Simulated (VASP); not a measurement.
# Al3GaN4 (Pm) in VASP: notebook, part 2 of 2

VASP 6.6.1. The steps go on from the part before.

## Step 4: Single point, PBEsol (atom 1 (Al) moved -0.050 Å towards its neighbour atom 2 (Al) at 3.095 Å)

The input, INCAR:

```
ALGO = Normal
EDIFF = 1E-7
ENCUT = 520
GGA = PS
ISIF = 2
ISMEAR = 0
LASPH = T
LCHARG = T
LELF = T
LREAL = F
LVHAR = T
LWAVE = F
NBANDS = 31
NELM = 100
PREC = Accurate
SIGMA = 0.05
```

The input, KPOINTS:

```
k-points
0
Gamma
  6 8 4
```

The input, POSCAR:

```
Al3GaN4
1.0
    5.0434079743      0.0000000000      0.0001149899
    0.0000000000      3.1300738979      0.0000000000
   -0.0032362578      0.0000000000      5.4179919454
Al Ga N
3 1 4
Direct
    0.5082951646      0.5000000000      0.1727006781
    0.0009207031      0.5000000000      0.8348055926
    0.0010880657      0.0000000000      0.3316926346
    0.4994217128      0.0000000000      0.6662009018
    0.1111724737      0.0000000000      0.6663292504
    0.1224543244      0.5000000000      0.1671578642
    0.6251234792      0.5000000000      0.8401923549
    0.6231881982      0.0000000000      0.3262928352
```

Potentials or basis: VASP PAW PBE potentials, release 64 (Al, Ga_d, N).

On the command line:

```
> cat potpaw_PBE.64/Al/POTCAR potpaw_PBE.64/Ga_d/POTCAR potpaw_PBE.64/N/POTCAR > POTCAR
> mpirun -np 1 vasp_std > vasp.out
```

OUTCAR:

```text
EDIFF = 1E-7
   ENCUT = 520
   GGA = PS
   ISIF = 2
   ISMEAR = 0
   LASPH = T
   LREAL = F
   NELM = 100
   PREC = Accurate

 ion  position               nearest neighbor table
   1  0.508  0.500  0.173-   8 1.86   8 1.86   7 1.90   6 1.95   3 3.06   3 3.06   2 3.09   4 3.10
                             4 3.10   3 3.12   3 3.12   2 3.15
   2  0.001  0.500  0.835-   5 1.90   5 1.90   7 1.90   6 1.90   1 3.09   4 3.10   4 3.10   4 3.11
                             4 3.11   3 3.11   3 3.11   3 3.14   3 3.14   1 3.15
   3  0.001  0.000  0.332-   5 1.90   6 1.90   6 1.90   8 1.91   1 3.06   1 3.06   4 3.10   4 3.11
                             2 3.11   2 3.11   1 3.12   1 3.12   2 3.14   2 3.14
[... 1039 lines left out ...]
  external PRESSURE =       0.1068328 kB  Pullay stress =       0.0000000 kB

 VOLUME and BASIS-vectors are now :
 -----------------------------------------------------------------------------
  energy-cutoff  :      520.00
  volume of cell :       85.53
      direct lattice vectors                 reciprocal lattice vectors
     5.043407974  0.000000000  0.000114990     0.198278623  0.000000000  0.000118435
     0.000000000  3.130073898  0.000000000     0.000000000  0.319481275  0.000000000
    -0.003236258  0.000000000  5.417991945    -0.000004208  0.000000000  0.184570224

 POSITION                                       TOTAL-FORCE (eV/Angst)
 -----------------------------------------------------------------------------------
      2.56298      1.56504      0.93575        -0.746787      0.000000     -0.665017
      0.00194      1.56504      4.52297         0.108358      0.000000      0.033846
      0.00441      0.00000      1.79711         0.225323      0.000000     -0.014891
      2.51663      0.00000      3.60953        -0.060511      0.000000      0.215306
      0.55853      0.00000      3.61018         0.021836      0.000000     -0.041329
      0.61705      1.56504      0.90567         0.204083      0.000000      0.087974
      3.15003      1.56504      4.55223         0.013559      0.000000      0.098216
      3.14194      0.00000      1.76792         0.234138      0.000000      0.285894
 -----------------------------------------------------------------------------------
    total drift:                               -0.000454      0.000000     -0.001257

  FREE ENERGIE OF THE ION-ELECTRON SYSTEM (eV)
  ---------------------------------------------------
  free  energy   TOTEN  =       -60.0416801366 eV

  energy  without entropy=      -60.0416801366  energy(sigma->0) =      -60.04168014
```

OSZICAR:

```text
N       E                     dE             d eps       ncg     rms          rms(c)
DAV:   1     0.334827625158E+03    0.33483E+03   -0.19156E+04  4755   0.170E+03
DAV:   2    -0.203587601742E+02   -0.35519E+03   -0.32899E+03  5167   0.475E+02
DAV:   3    -0.667603417980E+02   -0.46402E+02   -0.45798E+02  4946   0.131E+02
DAV:   4    -0.686522955564E+02   -0.18920E+01   -0.18851E+01  5859   0.300E+01
DAV:   5    -0.686915421124E+02   -0.39247E-01   -0.39237E-01  5044   0.405E+00    0.161E+01
DAV:   6    -0.600360236781E+02    0.86555E+01   -0.26078E+01  6863   0.511E+01    0.553E+00
DAV:   7    -0.601254444027E+02   -0.89421E-01   -0.27526E+00  5124   0.992E+00    0.398E+00
DAV:   8    -0.600687851094E+02    0.56659E-01   -0.40104E-01  5961   0.616E+00    0.939E-01
DAV:   9    -0.600411846441E+02    0.27600E-01   -0.99170E-02  6892   0.438E+00    0.427E-01
DAV:  10    -0.600414827206E+02   -0.29808E-03   -0.11691E-02  5176   0.631E-01    0.198E-01
DAV:  11    -0.600416739460E+02   -0.19123E-03   -0.66995E-04  6981   0.250E-01    0.306E-02
DAV:  12    -0.600416784128E+02   -0.44668E-05   -0.10112E-04  6109   0.102E-01    0.169E-02
DAV:  13    -0.600416803444E+02   -0.19316E-05   -0.69635E-06  5411   0.208E-02    0.791E-03
DAV:  14    -0.600416801342E+02    0.21023E-06   -0.22664E-06  6494   0.210E-02    0.242E-03
DAV:  15    -0.600416801366E+02   -0.24193E-08   -0.59520E-07  6001   0.624E-03
   1 F= -.60041680E+02 E0= -.60041680E+02  d E =-.204589E-17
```

stdout:

```text
POSCAR found type information on POSCAR AlGaN
 POSCAR found :  3 types and       8 ions
 scaLAPACK will be used
 -----------------------------------------------------------------------------
|                                                                             |
|                                                                             |
|     You enforced a specific xc type in the INCAR file but a different       |
|     I HOPE YOU KNOW WHAT YOU ARE DOING!                                     |
|                                                                             |
 -----------------------------------------------------------------------------

 LDA part: xc-table for (Slater+PW92), standard interpolation
 POSCAR, INCAR and KPOINTS ok, starting setup
 FFT: planning ... GRIDC
 FFT: planning ... GRID_SOFT
 FFT: planning ... GRID
 WAVECAR not read
 entering main loop
```

Wall time 86 s (1 thread of Intel Xeon Platinum 8559C (Emerald Rapids), shared host); peak memory 0.29 GiB.

What came out:

```yaml
Free_energy: -60.0417 eV
Pressure: 0.0 GPa
Largest_force: 1.000 eV/Å
Band_gap_on_the_k_mesh: 3.45 eV, direct
```

Forces in eV/Å, atoms in the order of the input:
```
Al  -0.747  0.000 -0.665
Al   0.108  0.000  0.034
Al   0.225  0.000 -0.015
Ga  -0.061  0.000  0.215
N    0.022  0.000 -0.041
N    0.204  0.000  0.088
N    0.014  0.000  0.098
N    0.234  0.000  0.286
```

Levels at points of the mesh, in eV from the valence-band top:
| k point | band 17 | band 18 | band 19 | band 20 | band 21 | band 22 | band 23 | band 24 | band 25 | band 26 |
| --- | --- | --- | --- | --- | --- | --- | --- | --- | --- | --- |
| (0.00, 0.00, 0.00) | -0.90 | -0.73 | -0.15 | -0.06 | 0.00 | 3.45 | 5.40 | 5.84 | 5.97 | 7.52 |
| (0.50, 0.00, 0.00) | -1.32 | -0.63 | -0.63 | -0.41 | -0.37 | 4.78 | 5.14 | 5.61 | 6.07 | 8.47 |
| (0.00, 0.50, 0.00) | -2.89 | -1.91 | -1.88 | -1.64 | -1.43 | 5.55 | 5.65 | 7.47 | 7.68 | 7.97 |
| (0.50, 0.50, 0.00) | -2.98 | -1.26 | -1.16 | -1.13 | -0.95 | 6.10 | 6.30 | 6.43 | 6.49 | 8.26 |
| (0.00, 0.00, 0.50) | -1.58 | -0.65 | -0.57 | -0.41 | -0.21 | 5.47 | 5.69 | 6.91 | 7.28 | 7.80 |
| (0.50, 0.00, 0.50) | -1.49 | -1.48 | -1.16 | -1.09 | -0.76 | 5.86 | 6.05 | 6.21 | 6.42 | 8.09 |
| (0.00, 0.50, 0.50) | -2.24 | -2.03 | -1.84 | -0.79 | -0.70 | 5.12 | 5.54 | 5.64 | 5.90 | 7.01 |
| (0.50, 0.50, 0.50) | -1.58 | -1.51 | -1.48 | -1.38 | -1.24 | 4.61 | 4.97 | 5.05 | 5.22 | 7.74 |

Caveat: the cell differs from its parent crystal (atom 1 (Al) moved -0.050 Å towards its neighbour atom 2 (Al) at 3.095 Å); the PAW data sets were made with another functional, which shifts forces and pressure a little. A k mesh can miss the band edges.

## Step 5: Single point, PBEsol (atom 1 (Al) moved +0.175 Å towards its neighbour atom 2 (Al) at 3.095 Å)

The input, INCAR:

```
PREC = Accurate
ENCUT = 520
EDIFF = 1E-6
ISMEAR = 0
SIGMA = 0.05
LREAL = False
LASPH = True
NELM = 80
ALGO = Normal
ISIF = 2
LWAVE = False
LCHARG = False
GGA = PS
NBANDS = 31
```

The input, KPOINTS:

```
regular mesh
0
Gamma
  6 8 4
```

Changes to POSCAR since step 4:

```diff
@@ -8,3 +8,3 @@
 Direct
-    0.5082951646      0.5000000000      0.1727006781
+    0.4720021169      0.5000000000      0.1485306747
     0.0009207031      0.5000000000      0.8348055926
```

On the command line:

```
> cat potpaw_PBE.64/Al/POTCAR potpaw_PBE.64/Ga_d/POTCAR potpaw_PBE.64/N/POTCAR > POTCAR
> mpirun -np 1 vasp_std > vasp.out
```

It took 80 s on 1 thread of Intel Xeon Platinum 8559C (Emerald Rapids), shared host; peak memory 0.29 GiB.

The run converged. Its results:

| Quantity | Value |
| --- | --- |
| Free energy | -59.7264 eV |
| Pressure | 1.1 GPa |
| Largest force | 4.044 eV/Å |
| Band gap on the k mesh | 3.12 eV, direct |

Forces on the atoms (eV/Å):
```
Al   3.496  0.000  2.033
Al  -0.467  0.000 -0.143
Al  -0.761  0.000  0.068
Ga   0.244  0.000 -0.743
N   -0.037  0.000  0.153
N   -1.633  0.000 -0.238
N   -0.075  0.000 -0.380
N   -0.767  0.000 -0.749
```

Stress tensor (GPa, compression positive):
```
 5.02  0.00 -1.42
 0.00 -1.84  0.00
-1.42  0.00  0.09
```

Levels at points of the mesh, in eV from the valence-band top:
```csv
k point,band 17,band 18,band 19,band 20,band 21,band 22,band 23,band 24,band 25,band 26
"(0.00, 0.00, 0.00)",-1.36,-0.87,-0.43,-0.26,0.00,3.12,4.99,5.50,5.54,7.35
"(0.50, 0.00, 0.00)",-1.54,-1.25,-1.22,-0.41,-0.12,4.39,4.75,5.40,5.52,8.07
"(0.00, 0.50, 0.00)",-3.29,-2.26,-2.14,-2.04,-1.71,4.97,5.41,7.20,7.44,7.64
"(0.50, 0.50, 0.00)",-3.17,-1.79,-1.54,-1.37,-1.16,5.56,5.97,6.11,6.45,7.81
"(0.00, 0.00, 0.50)",-2.01,-1.08,-0.72,-0.64,-0.29,5.01,5.48,6.50,7.02,7.31
"(0.50, 0.00, 0.50)",-1.88,-1.76,-1.61,-1.19,-0.56,5.23,5.74,5.92,6.13,7.70
"(0.00, 0.50, 0.50)",-2.56,-2.40,-2.11,-1.10,-0.83,4.79,5.11,5.26,5.70,6.52
"(0.50, 0.50, 0.50)",-2.05,-1.84,-1.52,-1.50,-1.31,4.33,4.45,4.61,5.17,7.41
```

Caveat: the cell differs from its parent crystal (atom 1 (Al) moved +0.175 Å towards its neighbour atom 2 (Al) at 3.095 Å); the PAW data sets were made with another functional, which shifts forces and pressure a little. A k mesh can miss the band edges.
